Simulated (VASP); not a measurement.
# Te2Mo in VASP: single point with r2SCAN

Aim: the single point of Te2Mo with r2SCAN.

All numbers are computed with VASP 6.6.1; they aren't measurements. Logs are shortened: lines on timing, memory, paths and dates and some standing lists are left out, and cuts for length are marked.

**1. The cell of the first run**

The cell holds a slab with vacuum, 9 atoms: a = 17.882 Å, b = 3.560 Å, c = 9.419 Å, α = 100.89°, β = 100.84°, γ = 84.29°.

**2. Single point, r2SCAN**

File POSCAR:

```
Te2Mo
1.0
   -1.7801164070     -3.0832520603     17.5240578200
    1.7801164070     -3.0832520603      0.0000000000
    7.1204656280      6.1665041206      0.0000000000
Te Mo
6 3
Direct
    0.8978554500      0.2562704056      0.4103962611
    0.8978554500      0.9229370722      0.7437295944
    0.8978554500      0.5896037389      0.0770629278
    0.1021445500      0.5215073722      0.1451592944
    0.1021445500      0.1881740389      0.4784926278
    0.1021445500      0.8548407056      0.8118259611
    0.0000000000      1.0000000000      0.0000000000
    0.0000000000      0.6666666667      0.3333333333
    0.0000000000      0.3333333333      0.6666666667
```

File INCAR.step1:

```
SYSTEM = Te2Mo
ALGO = Normal
EDIFF = 1E-4
ENCUT = 520
GGA = PE
ISMEAR = 0
ISYM = 0
LASPH = .TRUE.
LCHARG = .FALSE.
LREAL = .FALSE.
LWAVE = .TRUE.
NBANDS = 49
NELM = 80
PREC = Accurate
SIGMA = 0.05
```

File INCAR.step2:

```
SYSTEM = Te2Mo
ALGO = Normal
EDIFF = 1E-6
ENCUT = 520
ISIF = 2
ISMEAR = 0
ISTART = 1
ISYM = 0
LASPH = .TRUE.
LCHARG = .TRUE.
LELF = .TRUE.
LMIXTAU = .TRUE.
LREAL = .FALSE.
LVHAR = .TRUE.
LWAVE = .FALSE.
METAGGA = R2SCAN
NBANDS = 49
NELM = 80
PREC = Accurate
SIGMA = 0.05
```

File KPOINTS:

```
k-points
0
G
  2 8 3
  0 0 0
```

Potentials or basis: VASP PAW PBE potentials, release 64 (Te, Mo_sv).

Started as:

```sh
$ cat potpaw_PBE.64/Te/POTCAR potpaw_PBE.64/Mo_sv/POTCAR > POTCAR
$ cp INCAR.step1 INCAR
$ mpirun -np 1 vasp_std > vasp.out
$ cp INCAR.step2 INCAR
$ mpirun -np 1 vasp_std > vasp.out
```

OUTCAR:

```text
SYSTEM = Te2Mo
   EDIFF = 1E-6
   ENCUT = 520
   ISIF = 2
   ISMEAR = 0
   ISTART = 1
   ISYM = 0
   LASPH = .TRUE.
   LREAL = .FALSE.
   METAGGA = R2SCAN
   NELM = 80
   PREC = Accurate

 ion  position               nearest neighbor table
   1  0.898  0.256  0.410-   8 2.73   8 2.73   9 2.73   3 3.56   2 3.56   2 3.56   3 3.56   5 3.58

   2  0.898  0.923  0.744-   9 2.73   9 2.73   7 2.73   1 3.56   1 3.56   3 3.56   3 3.56   6 3.58

   3  0.898  0.590  0.077-   8 2.73   7 2.73   7 2.73   1 3.56   1 3.56   2 3.56   2 3.56   4 3.58

   4  0.102  0.522  0.145-   7 2.73   7 2.73   8 2.73   6 3.56   6 3.56   5 3.56   5 3.56   3 3.58

   5  0.102  0.188  0.478-   9 2.73   8 2.73   8 2.73   6 3.56   6 3.56   4 3.56   4 3.56   1 3.58

   6  0.102  0.855  0.812-   9 2.73   9 2.73   7 2.73   5 3.56   4 3.56   4 3.56   5 3.56   2 3.58

   7  0.000  0.000  0.000-   4 2.73   4 2.73   3 2.73   3 2.73   6 2.73   2 2.73
   8  0.000  0.667  0.333-   3 2.73   1 2.73   4 2.73   1 2.73   5 2.73   5 2.73
   9  0.000  0.333  0.667-   2 2.73   6 2.73   2 2.73   6 2.73   5 2.73   1 2.73

IMPORTANT INFORMATION: All symmetrisations will be switched off!
NOSYMM: (Re-)initialisation of all symmetry stuff for point group C_1.

----------------------------------------------------------------------------------------

                                     Primitive cell

  volume of cell :     577.0898

  direct lattice vectors                    reciprocal lattice vectors
    -1.780116407 -3.083252060 17.524057820     0.000000000  0.000000000  0.057064409
     1.780116407 -3.083252060  0.000000000     0.187253672 -0.216221916 -0.019021470
     7.120465628  6.166504121  0.000000000     0.093626836  0.054055479  0.019021470

  length of vectors
    17.882054137  3.560232814  9.419490635     0.057064409  0.286666480  0.109771561

  position of ions in fractional coordinates (direct lattice)
     0.897855450  0.256270406  0.410396261
     0.897855450  0.922937072  0.743729594
     0.897855450  0.589603739  0.077062928
     0.102144550  0.521507372  0.145159294
     0.102144550  0.188174039  0.478492628
     0.102144550  0.854840706  0.811825961
     0.000000000  0.000000000  0.000000000
     0.000000000  0.666666667  0.333333333
     0.000000000  0.333333333  0.666666667

  ion indices of the primitive-cell ions
   primitive index   ion index
                 1           1
                 2           2
                 3           3
                 4           4
                 5           5
                 6           6
                 7           7
                 8           8
                 9           9

----------------------------------------------------------------------------------------

 KPOINTS: k-points

Automatic generation of k-mesh.
 Grid dimensions read from file:
 generate k-points for:    2    8    3

 Generating k-lattice:

  Cartesian coordinates                     Fractional coordinates (reciprocal lattice)
     0.000000000  0.000000000  0.028532204     0.500000000  0.000000000  0.000000000
     0.023406709 -0.027027739 -0.002377684     0.000000000  0.125000000  0.000000000
     0.031208945  0.018018493  0.006340490    -0.000000000  0.000000000  0.333333333

  Length of vectors
     0.028532204  0.035833310  0.036590520

  Shift w.r.t. Gamma in fractional coordinates (k-lattice)
     0.000000000  0.000000000  0.000000000

 -----------------------------------------------------------------------------
|                                                                             |
|           W    W    AA    RRRRR   N    N  II  N    N   GGGG   !!!           |
|           W    W   A  A   R    R  NN   N  II  NN   N  G    G  !!!           |
|           W    W  A    A  R    R  N N  N  II  N N  N  G       !!!           |
|           W WW W  AAAAAA  RRRRR   N  N N  II  N  N N  G  GGG   !            |
|           WW  WW  A    A  R   R   N   NN  II  N   NN  G    G                |
|           W    W  A    A  R    R  N    N  II  N    N   GGGG   !!!           |
|                                                                             |
|     Your reciprocal lattice and k-lattice belong to different lattice       |
|     classes:                                                                |
|                                                                             |
|        The reciprocal lattice is base-centered monoclinic,                  |
|        whereas your k-lattice is triclinic.                                 |
|                                                                             |
|     Results are often still useful ...                                      |
|                                                                             |
 -----------------------------------------------------------------------------

 WARNING: IBZKPT: internal override: KBLOWUP is changed to .FALSE.
      ... skipping the blow-up phase ...

 Subroutine IBZKPT returns following result:
 ===========================================

 Found     26 irreducible k-points:

 Following reciprocal coordinates:
            Coordinates               Weight
  0.000000  0.000000  0.000000      1.000000
  0.500000  0.000000  0.000000      1.000000
 -0.000000  0.125000  0.000000      2.000000
  0.500000  0.125000  0.000000      2.000000
 -0.000000  0.250000  0.000000      2.000000
  0.500000  0.250000  0.000000      2.000000
[... 16 lines left out ...]
 -0.000000 -0.250000  0.333333      2.000000
  0.500000 -0.250000  0.333333      2.000000
 [... further k-points ...]
   k-points           NKPTS =     26   k-points in BZ     NKDIM =     26   number of bands    NBANDS=     49
   number of dos      NEDOS =    301   number of ions     NIONS =      9
   total plane-waves  NPLWV = 274400
   dimension x,y,z NGX =   140 NGY =   28 NGZ =   70
   dimension x,y,z NGXF=   280 NGYF=   56 NGZF=  140
   ions per type =               6   3
   NGX,Y,Z   is equivalent  to a cutoff of  13.02, 13.07, 12.35 a.u.
   NGXF,Y,Z  is equivalent  to a cutoff of  26.03, 26.15, 24.71 a.u.
 SYSTEM =  Te2Mo
   PREC   = accura    normal or accurate (medium, high low for compatibility)
   ISTART =      1    job   : 0-new  1-cont  2-samecut
   ICHARG =      0    charge: 1-file 2-atom 10-const
   ISPIN  =      1    spin polarized calculation?
   LNONCOLLINEAR =      F non collinear calculations
   LSORBIT =      F    spin-orbit coupling
   LASPH  =      T    aspherical Exc in radial PAW
   ENCUT  =  520.0 eV  38.22 Ry    6.18 a.u.  33.25  6.62 17.51*2*pi/ulx,y,z
   NELM   =     80;   NELMIN=  2; NELMDL=  0     # of ELM steps
   EDIFF  = 0.1E-05   stopping-criterion for ELM
   LREAL  =      F    real-space projection
   EDIFFG = 0.1E-04   stopping-criterion for IOM
   NSW    =      0    number of steps for IOM
   IBRION =     -1    ionic relax: 0-MD 1-quasi-New 2-CG
   NFREE  =      0    steps in history (QN), initial steepest desc. (CG)
   ISIF   =      2    stress and relaxation
   ISYM   =      0    0-nonsym 1-usesym 2-fastsym
   POTIM  = 0.5000    time-step for ionic-motion
   TEBEG  =    0.0;   TEEND  =   0.0 temperature during run
   PSTRESS=    0.0 pullay stress
   NELECT =      78.0000    total number of electrons
   NUPDOWN=      -1.0000    fix difference up-down
   EMIN   =  10.00;   EMAX   =-10.00  energy-range for DOS
   EFERMI =   0.00;   METHOD = LEGACY
   ISMEAR =     0;   SIGMA  =   0.05  broadening in eV -4-tet -1-fermi 0-gaus
   EFERMI_NEDOS =   21; number of points for ismear=-14 and -15
   IALGO  =     38    algorithm
   IMIX   =      4    mixing-type and parameters
     AMIX     =   0.40;   BMIX     =  1.00
     AMIX_MAG =   1.60;   BMIX_MAG =  1.00
  volume/ion in A,a.u.               =      64.12       432.71
  Fermi-wavevector in a.u.,A,eV,Ry     =   0.840153  1.587660  9.603777  0.705858
  Thomas-Fermi vector in A             =   1.954489
   LORBIT       =      0    0 simple, 1 ext, 2 COOP (PROOUT), +10 PAW based schemes
   METAGGA = R2SCAN    functional components
   LHFCALC =     F    Hartree Fock is set to
   AEXX    =    0.0000 exact exchange contribution
   IVDW    =     0    specifies the selected vdW correction
   LEPSILON=     F    determine dielectric tensor
   LRPA    =     F    only Hartree local field effects (RPA)
 non-spin polarized calculation
 Gauss-broadening in eV      SIGMA  =   0.05
  energy-cutoff  :      520.00
  volume of cell :      577.09
 maximum number of plane-waves:     15596
 NGX is ok and might be reduce to   140
   NGX = 67   NGY = 13   NGZ = 35

 number of electron      78.0000004 magnetization

 Free energy of the ion-electron system (eV)
  ---------------------------------------------------
  ext. energy  EPLUGINS =         0.00000000
  ---------------------------------------------------
  free energy    TOTEN  =      -233.31325095 eV

  energy without entropy =     -233.31325095  energy(sigma->0) =     -233.31325095

 E-fermi :   0.3539     XC(G=0):  -4.7877

 val. band max:       -0.0521372170   @ k =  -0.0000   0.3750   0.3333
 cond. band min:       1.1515674149   @ k =   0.5000   0.3750   0.3333
 fundamental gap:      1.2037046319
 Fermi energy:         0.3539080517

 k-point     1 :       0.0000    0.0000    0.0000
  band No.  band energies     occupation
      1     -62.6551      2.00000
      2     -62.6480      2.00000
      3     -62.6480      2.00000
      4     -36.0792      2.00000
      5     -36.0792      2.00000
      6     -36.0753      2.00000
[... 41 lines left out ...]
     48       3.4676      0.00000
     49       3.4677      0.00000

 k-point     2 :       0.5000    0.0000    0.0000
  band No.  band energies     occupation
      1     -62.6551      2.00000
      2     -62.6480      2.00000
      3     -62.6480      2.00000
      4     -36.0792      2.00000
      5     -36.0792      2.00000
      6     -36.0753      2.00000
[... 41 lines left out ...]
     48       3.4677      0.00000
     49       3.4677      0.00000

 k-point     3 :      -0.0000    0.1250    0.0000
  band No.  band energies     occupation
      1     -62.6540      2.00000
      2     -62.6480      2.00000
      3     -62.6471      2.00000
      4     -36.0845      2.00000
      5     -36.0728      2.00000
      6     -36.0720      2.00000
[... 41 lines left out ...]
     48       3.0935      0.00000
     49       3.3072      0.00000

 k-point     4 :       0.5000    0.1250    0.0000
  band No.  band energies     occupation
      1     -62.6540      2.00000
      2     -62.6480      2.00000
      3     -62.6471      2.00000
      4     -36.0845      2.00000
      5     -36.0728      2.00000
      6     -36.0720      2.00000
[... 977 lines left out ...]
     48       3.0534      0.00000
     49       3.6844      0.00000

 k-point    23 :      -0.0000   -0.2500    0.3333
  band No.  band energies     occupation
      1     -62.6511      2.00000
      2     -62.6478      2.00000
      3     -62.6453      2.00000
      4     -36.0885      2.00000
      5     -36.0754      2.00000
      6     -36.0629      2.00000
[... 41 lines left out ...]
     48       2.3772      0.00000
     49       3.5952      0.00000

 k-point    24 :       0.5000   -0.2500    0.3333
  band No.  band energies     occupation
      1     -62.6511      2.00000
      2     -62.6478      2.00000
      3     -62.6453      2.00000
      4     -36.0885      2.00000
      5     -36.0754      2.00000
      6     -36.0629      2.00000
[... 41 lines left out ...]
     48       2.3772      0.00000
     49       3.5901      0.00000

 [... further k-points ...]

------------------------ aborting loop because EDIFF is reached ----------------------------------------

  FORCE on cell =-STRESS in cart. coord.  units (eV):
  Direction    XX          YY          ZZ          XY          YZ          ZX
  --------------------------------------------------------------------------------------
  -------------------------------------------------------------------------------------
  Total        0.1671559      0.1639596      0.1653917      0.0066850     -0.0000011      0.0000572
  in kB        0.4640758      0.4552019      0.4591778      0.0185595     -0.0000029      0.0001588
  external PRESSURE =       0.4594852 kB  Pullay stress =       0.0000000 kB

 VOLUME and BASIS-vectors are now :
 -----------------------------------------------------------------------------
  energy-cutoff  :      520.00
  volume of cell :      577.09
      direct lattice vectors                 reciprocal lattice vectors
    -1.780116407 -3.083252060 17.524057820     0.000000000  0.000000000  0.057064409
     1.780116407 -3.083252060  0.000000000     0.187253672 -0.216221916 -0.019021470
     7.120465628  6.166504121  0.000000000     0.093626836  0.054055479  0.019021470

 POSITION                                       TOTAL-FORCE (eV/Angst)
 -----------------------------------------------------------------------------------
      1.78012     -1.02775     15.73407         0.000199      0.000007     -0.019026
      5.34035     -1.02775     15.73407         0.000163      0.000037     -0.019032
      0.00000     -4.11100     15.73407         0.000135     -0.000030     -0.019046
      1.78012     -1.02775      1.78999         0.000245      0.000018      0.019029
      3.56023      2.05550      1.78999         0.000149      0.000021      0.019025
      7.12047      2.05550      1.78999         0.000056     -0.000018      0.019057
      0.00000      0.00000      0.00000        -0.000261      0.000004      0.000008
      3.56023     -0.00000      0.00000        -0.000707      0.000034      0.000156
      5.34035      3.08325      0.00000         0.000020     -0.000072     -0.000171
 -----------------------------------------------------------------------------------
    total drift:                                0.000029     -0.000002     -0.000006

  FREE ENERGIE OF THE ION-ELECTRON SYSTEM (eV)
  ---------------------------------------------------
  free  energy   TOTEN  =      -233.3132509547 eV

  energy  without entropy=     -233.3132509547  energy(sigma->0) =     -233.31325095
```

Run time: 2 h. Hardware: 1 thread of Oxide Virtual Turin-like, shared host; peak memory 0.98 GiB.

What came out:

| Item | Value |
| --- | --- |
| Free energy | -233.3133 eV |
| Largest force | 0.019 eV/Å |
| Band gap on the k mesh | 1.20 eV |

Forces in eV/Å, atoms in the order of the input:
```
Te   0.000  0.000 -0.019
Te   0.000  0.000 -0.019
Te   0.000  0.000 -0.019
Te   0.000  0.000  0.019
Te   0.000  0.000  0.019
Te   0.000  0.000  0.019
Mo   0.000  0.000  0.000
Mo  -0.001  0.000  0.000
Mo   0.000  0.000  0.000
```

Levels at points of the mesh, in eV from the valence-band top:
```csv
k point,band 37,band 38,band 39,band 40,band 41,band 42
"(0.00, 0.00, 0.00)",-0.81,-0.81,-0.37,1.66,1.66,1.85
"(0.50, 0.00, 0.00)",-0.81,-0.81,-0.37,1.66,1.66,1.85
"(0.00, 0.50, 0.00)",-0.43,-0.30,-0.30,1.50,1.57,1.57
"(0.50, 0.50, 0.00)",-0.43,-0.30,-0.30,1.50,1.57,1.57
```

Caveat: there is no dipole correction, which matters where the two faces differ; the PAW data sets were made with another functional, which shifts forces and pressure a little; spin-orbit coupling is left out, which moves the levels of the heavy elements.
